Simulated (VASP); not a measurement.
# BeSe4 (Cmmm) in VASP: notebook

Runs on BeSe4. Level: PBE. Tasks: single point, relaxation of cell and atoms.

Everything below comes from runs of VASP 6.6.1. Logs are shortened: lines on timing, memory, paths and dates and some standing lists are left out, and cuts for length are marked.

## 1. The cell of the first run

Symmetry: Cmmm, No. 65, orthorhombic system. Conventional cell: a = 7.897 Å, b = 8.401 Å, c = 3.513 Å, α = 90.00°, β = 90.00°, γ = 90.00°. Within 2.9 Å of Be (site symmetry mmm) lie 6 Se at 2.21 to 2.33 Å. Within 2.9 Å of Se (site symmetry 2mm) lie 1 Be at 2.21 Å. Se (site symmetry m2m) has 2 Be at 2.33 Å and 1 Se at 3.05 Å within 3.1 Å.

## 2. Single point, PBE

File INCAR:

```
SYSTEM = BeSe4
  ALGO = Normal
  EDIFF = 1E-7
  ENCUT = 520
  GGA = PE
  ISIF = 2
  ISMEAR = 0
  LASPH = .True.
  LCHARG = .False.
  LREAL = .False.
  LWAVE = .False.
  NBANDS = 21
  NELM = 60
  PREC = Accurate
  SIGMA = 0.1
```

File KPOINTS:

```
k-points
0
Gamma
  4 4 6
  0 0 0
```

File POSCAR:

```
BeSe4
1.0
    3.9484494000     -4.2002914200      0.0000000000
    3.9484494000      4.2002914200      0.0000000000
    0.0000000000      0.0000000000      3.5131735700
Be Se
1 4
Direct
    0.0000000000      0.0000000000      0.0000000000
    0.2796676500      0.2796676500      0.0000000000
    0.1815461400      0.8184538600      0.5000000000
    0.8184538600      0.1815461400      0.5000000000
    0.7203323500      0.7203323500      0.0000000000
```

Potentials or basis: VASP PAW PBE potentials, release 64 (Be, Se).

Run with:

```sh
$ cat potpaw_PBE.64/Be/POTCAR potpaw_PBE.64/Se/POTCAR > POTCAR
$ mpirun -np 1 vasp_std > vasp.out
```

OUTCAR:

```text
SYSTEM = BeSe4
   EDIFF = 1E-7
   ENCUT = 520
   GGA = PE
   ISIF = 2
   ISMEAR = 0
   LASPH = .True.
   LREAL = .False.
   NELM = 60
   PREC = Accurate

 ion  position               nearest neighbor table
   1  0.000  0.000  0.000-   2 2.21   5 2.21   4 2.33   3 2.33   3 2.33   4 2.33
   2  0.280  0.280  0.000-   1 2.21
   3  0.182  0.818  0.500-   1 2.33   1 2.33
   4  0.818  0.182  0.500-   1 2.33   1 2.33
   5  0.720  0.720  0.000-   1 2.21

  LATTYP: Found a base centered orthorhombic cell.
 ALAT       =     7.8968988000
 B/A-ratio  =     1.0637825117
 C/A-ratio  =     0.4448801560

  Lattice vectors:

 A1 = (   3.9484494000,  -4.2002914200,   0.0000000000)
 A2 = (   3.9484494000,   4.2002914200,   0.0000000000)
 A3 = (   0.0000000000,   0.0000000000,   3.5131735700)

Analysis of symmetry for initial positions (statically):
=====================================================================
 Subroutine PRICEL returns:
 Original cell was already a primitive cell.

 Routine SETGRP: Setting up the symmetry group for a
 base centered orthorhombic supercell.

 Subroutine GETGRP returns: Found  8 space group operations
 (whereof  8 operations were pure point group operations)
 out of a pool of  8 trial point group operations.

The static configuration has the point symmetry D_2h.

Analysis of symmetry for dynamics (positions and initial velocities):
=====================================================================
 Subroutine PRICEL returns:
 Original cell was already a primitive cell.

 Routine SETGRP: Setting up the symmetry group for a
 base centered orthorhombic supercell.

 Subroutine GETGRP returns: Found  8 space group operations
 (whereof  8 operations were pure point group operations)
 out of a pool of  8 trial point group operations.

The dynamic configuration has the point symmetry D_2h.

 Subroutine INISYM returns: Found  8 space group operations
 (whereof  8 operations are pure point group operations),
 and found     1 'primitive' translations

----------------------------------------------------------------------------------------

                                     Primitive cell

[... 93 lines left out ...]
   LASPH  =      T    aspherical Exc in radial PAW
   ENCUT  =  520.0 eV  38.22 Ry    6.18 a.u.  10.72 10.72  6.53*2*pi/ulx,y,z
   NELM   =     60;   NELMIN=  2; NELMDL= -5     # of ELM steps
   EDIFF  = 0.1E-06   stopping-criterion for ELM
   LREAL  =      F    real-space projection
   EDIFFG = 0.1E-05   stopping-criterion for IOM
   NSW    =      0    number of steps for IOM
   IBRION =     -1    ionic relax: 0-MD 1-quasi-New 2-CG
   NFREE  =      0    steps in history (QN), initial steepest desc. (CG)
   ISIF   =      2    stress and relaxation
   ISYM   =      2    0-nonsym 1-usesym 2-fastsym
   POTIM  = 0.5000    time-step for ionic-motion
   TEBEG  =    0.0;   TEEND  =   0.0 temperature during run
   PSTRESS=    0.0 pullay stress
   NELECT =      26.0000    total number of electrons
   NUPDOWN=      -1.0000    fix difference up-down
   EMIN   =  10.00;   EMAX   =-10.00  energy-range for DOS
   EFERMI =   0.00;   METHOD = LEGACY
   ISMEAR =     0;   SIGMA  =   0.10  broadening in eV -4-tet -1-fermi 0-gaus
   EFERMI_NEDOS =   21; number of points for ismear=-14 and -15
   IALGO  =     38    algorithm
   IMIX   =      4    mixing-type and parameters
     AMIX     =   0.40;   BMIX     =  1.00
     AMIX_MAG =   1.60;   BMIX_MAG =  1.00
  volume/ion in A,a.u.               =      23.31       157.28
  Fermi-wavevector in a.u.,A,eV,Ry     =   0.992935  1.876375 13.414250  0.985920
  Thomas-Fermi vector in A             =   2.124781
   LORBIT       =      0    0 simple, 1 ext, 2 COOP (PROOUT), +10 PAW based schemes
   GGA     = PE    functional components
   LHFCALC =     F    Hartree Fock is set to
   AEXX    =    0.0000 exact exchange contribution
   IVDW    =     0    specifies the selected vdW correction
   LEPSILON=     F    determine dielectric tensor
   LRPA    =     F    only Hartree local field effects (RPA)
 non-spin polarized calculation
 Gauss-broadening in eV      SIGMA  =   0.10
  energy-cutoff  :      520.00
  volume of cell :      116.53
 maximum number of plane-waves:      3173
 NGX is ok and might be reduce to    48
   NGX = 21   NGY = 21   NGZ = 13

 number of electron      25.9999997 magnetization

 Free energy of the ion-electron system (eV)
  ---------------------------------------------------
  ext. energy  EPLUGINS =         0.00000000
  ---------------------------------------------------
  free energy    TOTEN  =       -15.36759504 eV

  energy without entropy =      -15.32732679  energy(sigma->0) =      -15.34746091

 E-fermi :   2.5597     XC(G=0):  -9.1985

 val. band max:        2.5542199783   @ k =   0.2500   0.2500   0.5000
 cond. band min:       2.5667297338   @ k =   0.5000   0.5000   0.3333
 fundamental gap:      0.0125097555
 Fermi energy:         2.5597393745

 k-point     1 :       0.0000    0.0000    0.0000
  band No.  band energies     occupation
      1     -11.8495      2.00000
      2      -9.8903      2.00000
      3      -9.8346      2.00000
      4      -8.8992      2.00000
      5      -2.8523      2.00000
      6      -1.5575      2.00000
[... 565 lines left out ...]
     20      10.3426      0.00000
     21      10.4051      0.00000

 [... further k-points ...]

------------------------ aborting loop because EDIFF is reached ----------------------------------------

  FORCE on cell =-STRESS in cart. coord.  units (eV):
  Direction    XX          YY          ZZ          XY          YZ          ZX
  --------------------------------------------------------------------------------------
  -------------------------------------------------------------------------------------
  Total       -0.1764272     -2.8850172     -1.4203113     -0.0000000      0.0000000      0.0000000
  in kB       -2.4257198    -39.6664542    -19.5280336     -0.0000000      0.0000000      0.0000000
  external PRESSURE =     -20.5400692 kB  Pullay stress =       0.0000000 kB

 VOLUME and BASIS-vectors are now :
 -----------------------------------------------------------------------------
  energy-cutoff  :      520.00
  volume of cell :      116.53
      direct lattice vectors                 reciprocal lattice vectors
     3.948449400 -4.200291420  0.000000000     0.126631989 -0.119039359  0.000000000
     3.948449400  4.200291420  0.000000000     0.126631989  0.119039359  0.000000000
     0.000000000  0.000000000  3.513173570     0.000000000  0.000000000  0.284642925

 POSITION                                       TOTAL-FORCE (eV/Angst)
 -----------------------------------------------------------------------------------
      0.00000      0.00000      0.00000         0.000000     -0.000000      0.000000
      2.20851      0.00000      0.00000         0.692429     -0.000000      0.000000
      3.94845      2.67520      1.75659         0.000000     -0.337256      0.000000
      3.94845     -2.67520      1.75659         0.000000      0.337256      0.000000
      5.68839      0.00000      0.00000        -0.692429     -0.000000      0.000000
 -----------------------------------------------------------------------------------
    total drift:                               -0.000000      0.000000     -0.000000

  FREE ENERGIE OF THE ION-ELECTRON SYSTEM (eV)
  ---------------------------------------------------
  free  energy   TOTEN  =       -15.3675950354 eV

  energy  without entropy=      -15.3273267935  energy(sigma->0) =      -15.34746091
```

stdout:

```text
POSCAR found type information on POSCAR BeSe
 POSCAR found :  2 types and       5 ions
 scaLAPACK will be used
 LDA part: xc-table for (Slater+PW92), standard interpolation
 POSCAR, INCAR and KPOINTS ok, starting setup
 FFT: planning ... GRIDC
 FFT: planning ... GRID_SOFT
 FFT: planning ... GRID
 WAVECAR not read
 entering main loop
```

Run time: 2.4 min. Hardware: 1 thread of AMD EPYC 7R43 (Zen 3), shared host; peak memory 0.21 GiB.

Results:

```
Free energy            : -15.3676 eV
Pressure               : -2.1 GPa
Largest force          : 0.692 eV/Å
Band gap on the k mesh : zero (band 13 reaches 3.49 eV, above the bottom of band 14 at 1.89 eV)
```

Forces in eV/Å, atoms in the order of the input:
```
Be   0.000  0.000  0.000
Se   0.692  0.000  0.000
Se   0.000 -0.337  0.000
Se   0.000  0.337  0.000
Se  -0.692  0.000  0.000
```

Stress tensor (GPa, compression positive):
```
-0.24  0.00  0.00
 0.00 -3.97  0.00
 0.00  0.00 -1.95
```

## 3. Single point, PBE

This run uses another cell than the first one, of 26.33 Å³/atom, 1.130 times its volume.

File INCAR:

```
  ALGO = Normal
  EDIFF = 1E-7
  ENCUT = 520
  GGA = PE
  ISIF = 2
  ISMEAR = 0
  LASPH = True
  LCHARG = False
  LREAL = False
  LWAVE = False
  NBANDS = 21
  NELM = 80
  PREC = Accurate
  SIGMA = 0.1
```

File KPOINTS:

```
k-points
0
Gamma
  4 4 6
```

File POSCAR:

```
BeSe4
1.0
    4.6297163995     -4.0484889643      0.0000000000
    4.6297163995      4.0484889643      0.0000000000
    0.0000000000      0.0000000000      3.5113047147
Be Se
1 4
Direct
    0.0000000000      0.0000000000      0.0000000000
    0.3789921887      0.3789921887      0.0000000000
    0.1616384649      0.8383615351      0.5000000000
    0.8383615351      0.1616384649      0.5000000000
    0.6210078113      0.6210078113      0.0000000000
```

Potentials or basis: VASP PAW PBE potentials, release 64 (Be, Se).

Run with:

```sh
$ cat potpaw_PBE.64/Be/POTCAR potpaw_PBE.64/Se/POTCAR > POTCAR
$ mpirun -np 1 vasp_std > vasp.out
```

OUTCAR:

```text
EDIFF = 1E-7
   ENCUT = 520
   GGA = PE
   ISIF = 2
   ISMEAR = 0
   LASPH = True
   LREAL = False
   NELM = 80
   PREC = Accurate

 ion  position               nearest neighbor table
   1  0.000  0.000  0.000-   3 2.19   4 2.19   3 2.19   4 2.19
   2  0.379  0.379  0.000-   5 2.24
   3  0.162  0.838  0.500-   1 2.19   1 2.19   4 2.62
   4  0.838  0.162  0.500-   1 2.19   1 2.19   3 2.62
   5  0.621  0.621  0.000-   2 2.24

  LATTYP: Found a base centered orthorhombic cell.
 ALAT       =     8.0969779286
 B/A-ratio  =     1.1435665109
 C/A-ratio  =     0.4336562043

  Lattice vectors:

 A1 = (  -4.6297163995,  -4.0484889643,   0.0000000000)
 A2 = (   4.6297163995,  -4.0484889643,   0.0000000000)
 A3 = (   0.0000000000,   0.0000000000,   3.5113047147)

Analysis of symmetry for initial positions (statically):
=====================================================================
 Subroutine PRICEL returns:
 Original cell was already a primitive cell.

 Routine SETGRP: Setting up the symmetry group for a
 base centered orthorhombic supercell.

 Subroutine GETGRP returns: Found  8 space group operations
 (whereof  8 operations were pure point group operations)
 out of a pool of  8 trial point group operations.

The static configuration has the point symmetry D_2h.

Analysis of symmetry for dynamics (positions and initial velocities):
=====================================================================
 Subroutine PRICEL returns:
 Original cell was already a primitive cell.

 Routine SETGRP: Setting up the symmetry group for a
 base centered orthorhombic supercell.

 Subroutine GETGRP returns: Found  8 space group operations
 (whereof  8 operations were pure point group operations)
 out of a pool of  8 trial point group operations.
[... 123 lines left out ...]
   EFERMI_NEDOS =   21; number of points for ismear=-14 and -15
   IALGO  =     38    algorithm
   IMIX   =      4    mixing-type and parameters
     AMIX     =   0.40;   BMIX     =  1.00
     AMIX_MAG =   1.60;   BMIX_MAG =  1.00
  volume/ion in A,a.u.               =      26.33       177.65
  Fermi-wavevector in a.u.,A,eV,Ry     =   0.953419  1.801701 12.367813  0.909009
  Thomas-Fermi vector in A             =   2.082073
   LORBIT       =      0    0 simple, 1 ext, 2 COOP (PROOUT), +10 PAW based schemes
   GGA     = PE    functional components
   LHFCALC =     F    Hartree Fock is set to
   AEXX    =    0.0000 exact exchange contribution
   IVDW    =     0    specifies the selected vdW correction
   LEPSILON=     F    determine dielectric tensor
   LRPA    =     F    only Hartree local field effects (RPA)
 non-spin polarized calculation
 Gauss-broadening in eV      SIGMA  =   0.10
  energy-cutoff  :      520.00
  volume of cell :      131.63
 maximum number of plane-waves:      3575
 NGX is ok and might be reduce to    48
   NGX = 23   NGY = 23   NGZ = 13

 number of electron      25.9999999 magnetization

 Free energy of the ion-electron system (eV)
  ---------------------------------------------------
  ext. energy  EPLUGINS =         0.00000000
  ---------------------------------------------------
  free energy    TOTEN  =       -16.89018231 eV

  energy without entropy =      -16.87260001  energy(sigma->0) =      -16.88139116

 E-fermi :   2.1059     XC(G=0):  -8.4818

 val. band max:        2.0575451966   @ k =   0.2500  -0.0000   0.0000
 cond. band min:       2.1061897547   @ k =   0.5000   0.2500   0.3333
 fundamental gap:      0.0486445580
 Fermi energy:         2.1059002067

 k-point     1 :       0.0000    0.0000    0.0000
  band No.  band energies     occupation
      1     -13.0372      2.00000
      2     -12.1330      2.00000
      3     -10.3619      2.00000
      4      -9.1430      2.00000
      5      -2.7888      2.00000
      6      -2.0984      2.00000
[... 565 lines left out ...]
     20       8.8753      0.00000
     21       9.0715      0.00000

 [... further k-points ...]

------------------------ aborting loop because EDIFF is reached ----------------------------------------

  FORCE on cell =-STRESS in cart. coord.  units (eV):
  Direction    XX          YY          ZZ          XY          YZ          ZX
  --------------------------------------------------------------------------------------
  -------------------------------------------------------------------------------------
  Total        0.3424809      0.1128913     -0.0322148     -0.0000000      0.0000000      0.0000000
  in kB        4.1687036      1.3741212     -0.3921207     -0.0000000      0.0000000      0.0000000
  external PRESSURE =       1.7169014 kB  Pullay stress =       0.0000000 kB

 VOLUME and BASIS-vectors are now :
 -----------------------------------------------------------------------------
  energy-cutoff  :      520.00
  volume of cell :      131.63
      direct lattice vectors                 reciprocal lattice vectors
     4.629716400 -4.048488964  0.000000000     0.107997976 -0.123502868  0.000000000
     4.629716400  4.048488964  0.000000000     0.107997976  0.123502868  0.000000000
     0.000000000  0.000000000  3.511304715     0.000000000  0.000000000  0.284794423

 POSITION                                       TOTAL-FORCE (eV/Angst)
 -----------------------------------------------------------------------------------
      0.00000      0.00000      0.00000        -0.000000      0.000000     -0.000000
      3.50925      0.00000      0.00000        -0.051564      0.000000     -0.000000
      4.62972      2.73971      1.75565        -0.000000     -0.052653      0.000000
      4.62972     -2.73971      1.75565        -0.000000      0.052653     -0.000000
      5.75018      0.00000      0.00000         0.051564      0.000000     -0.000000
 -----------------------------------------------------------------------------------
    total drift:                                0.000000      0.000000      0.000000

  FREE ENERGIE OF THE ION-ELECTRON SYSTEM (eV)
  ---------------------------------------------------
  free  energy   TOTEN  =       -16.8901823121 eV

  energy  without entropy=      -16.8726000123  energy(sigma->0) =      -16.88139116
```

Wall time 2.6 min (1 thread of AMD EPYC 7R43 (Zen 3), shared host); peak memory 0.21 GiB.

Results:

```
Free energy            : -16.8902 eV
Pressure               : 0.2 GPa
Largest force          : 0.053 eV/Å
Band gap on the k mesh : zero (band 13 reaches 2.81 eV, above the bottom of band 14 at 1.56 eV)
```

Forces on the atoms (eV/Å):
```
Be   0.000  0.000  0.000
Se  -0.052  0.000  0.000
Se   0.000 -0.053  0.000
Se   0.000  0.053  0.000
Se   0.052  0.000  0.000
```

## 4. Relaxation of cell and atoms, PBE

This run uses another cell than the first one, of 28.27 Å³/atom, 1.213 times its volume.

File INCAR:

```
PREC = Accurate
ENCUT = 600
EDIFF = 1E-6
ISMEAR = 0
SIGMA = 0.1
LREAL = F
LASPH = T
NELM = 80
ALGO = Normal
ISIF = 3
LWAVE = F
LCHARG = F
GGA = PE
IBRION = 2
NSW = 100
EDIFFG = -0.01
```

File KPOINTS:

```
Automatic mesh
0
Gamma
  6 6 10
```

File POSCAR:

```
BeSe4
1.0
    3.9880932426     -5.0129492729      0.0000000000
    3.9880932426      5.0129492729      0.0000000000
    0.0000000000      0.0000000000      3.5350739277
Be Se
1 4
Direct
    0.0000000000      0.0000000000      0.0000000000
    0.6119302404      0.3880697596      0.0000000000
    0.1631308785      0.1631308785      0.5000000000
    0.8368691215      0.8368691215      0.5000000000
    0.3880697596      0.6119302404      0.0000000000
```

Run with:

```sh
$ cat potpaw_PBE.64/Be/POTCAR potpaw_PBE.64/Se/POTCAR > POTCAR
$ mpirun -np 1 vasp_std > vasp.out
```

Run time: 8.6 min. Hardware: 1 thread of Oxide Virtual Turin-like, shared host; peak memory 0.39 GiB.

It converged, with:

- Free energy: -16.8941 eV
- Relaxed volume: 28.31 Å³/atom
- Relaxed cell: a = 6.409 Å, b = 6.409 Å, c = 3.537 Å, α = 90.00°, β = 90.00°, γ = 102.99°
- Space group after relaxing (to 0.05 Å): Cmmm (No. 65)
- Energy gained by relaxing: 0.0 meV/atom
- Ionic steps: 4
- Pressure after relaxing: 0.0 GPa
- Largest force after relaxing: 0.004 eV/Å
- Band gap on the k mesh: zero (band 13 reaches 2.27 eV, above the bottom of band 14 at 1.18 eV)

Forces on the atoms (eV/Å):
```
Be   0.000  0.000  0.000
Se   0.000 -0.004  0.000
Se  -0.001  0.000  0.000
Se   0.001  0.000  0.000
Se   0.000  0.004  0.000
```

The path:
```tsv
step	energy change (eV)	largest force (eV/Å)	pressure (GPa)	volume (Å³)
1	0.0000	0.0472	0.10	141.35
2	0.0000	0.0656	-0.09	141.71
3	-0.0001	0.0112	0.00	141.51
4	-0.0001	0.0040	0.00	141.54
```

Final structure:
```
Be Se
1.0
     3.98985   -5.01506    0.00000
     3.98985    5.01506    0.00000
     0.00000    0.00000    3.53675
Be Se
1 4
Direct
  0.00000 0.00000 0.00000
  0.61202 0.38798 0.00000
  0.16327 0.16327 0.50000
  0.83673 0.83673 0.50000
  0.38798 0.61202 0.00000
```

Levels at points of the mesh, in eV from the Fermi level:
```csv
k point,band 11,band 12,band 13,band 14,band 15,band 16
"(0.00, 0.00, 0.00)",-1.12,-0.25,0.66,1.08,1.29,2.83
"(0.50, 0.00, 0.00)",-1.24,-0.44,-0.10,0.09,1.27,1.90
"(0.50, 0.50, 0.00)",-1.14,-0.27,0.35,0.93,1.24,2.34
"(0.00, 0.00, 0.50)",-1.90,-1.53,-0.87,-0.43,0.46,1.55
"(0.50, 0.00, 0.50)",-2.35,-2.02,-0.24,-0.16,1.54,2.36
"(0.50, 0.50, 0.50)",-1.88,-0.97,-0.58,0.03,0.46,1.51
```

## 5. Summary

```tsv
task	cell	k mesh	cutoff (eV)	gap on the mesh (eV)	pressure (GPa)	largest force (eV/Å)
single point	a = 5.765, b = 5.765, c = 3.513 Å, angles 90.0, 90.0, 93.5°, 5 atoms	4 × 4 × 6	520	none	-2.1	0.69
single point	a = 6.150, b = 6.150, c = 3.511 Å, angles 90.0, 90.0, 82.3°, 5 atoms	4 × 4 × 6	520	none	0.2	0.05
relaxation of cell and atoms	relaxed from a = 6.406, b = 6.406, c = 3.535 Å, angles 90.0, 90.0, 103.0°, 5 atoms	6 × 6 × 10	600	none	0.0	-
```

Alike in all rows: level PBE; potentials or basis VASP PAW PBE potentials, release 64 (Be, Se); no spin polarisation; smearing gaussian 0.1 eV.

Total energies depend on the potentials used, so only differences within one code and one set of settings carry meaning.
